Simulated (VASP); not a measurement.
A run of VASP 6.6.1:

INCAR

```
SYSTEM = Bi
  ALGO = Normal
  EDIFF = 1E-7
  EDIFFG = -0.005
  ENCUT = 600
  GGA = PE
  IBRION = 2
  ISIF = 3
  ISMEAR = -1
  LASPH = .True.
  LCHARG = .False.
  LREAL = .False.
  LWAVE = .False.
  NELM = 80
  NSW = 45
  PREC = Accurate
  SIGMA = 0.05
```

The input KPOINTS:

```
k-points
0
Gamma
  14 14 14
  0 0 0
```

Contents of POSCAR:

```
Bi
1.0
    0.0000000000      2.5161747668      2.5161747668
    2.5161747668      0.0000000000      2.5161747668
    2.5161747668      2.5161747668      0.0000000000
Bi
1
Direct
    0.0000000000      0.0000000000      0.0000000000
```

Potentials or basis: VASP PAW PBE potentials, release 64 (Bi_d).

Run with:

```sh
$ cat potpaw_PBE.64/Bi_d/POTCAR > POTCAR
$ mpirun -np 1 vasp_std > vasp.out
```

Hardware: 1 thread of Intel Xeon 8259CL (shared host).

Problem. Estimate the wall time of this run.

Solution. It took 50 s on 1 thread of Intel Xeon 8259CL, on a shared host, peak memory 0.19 GiB. Counts: scf iterations 11, k points 104, ion steps 1.
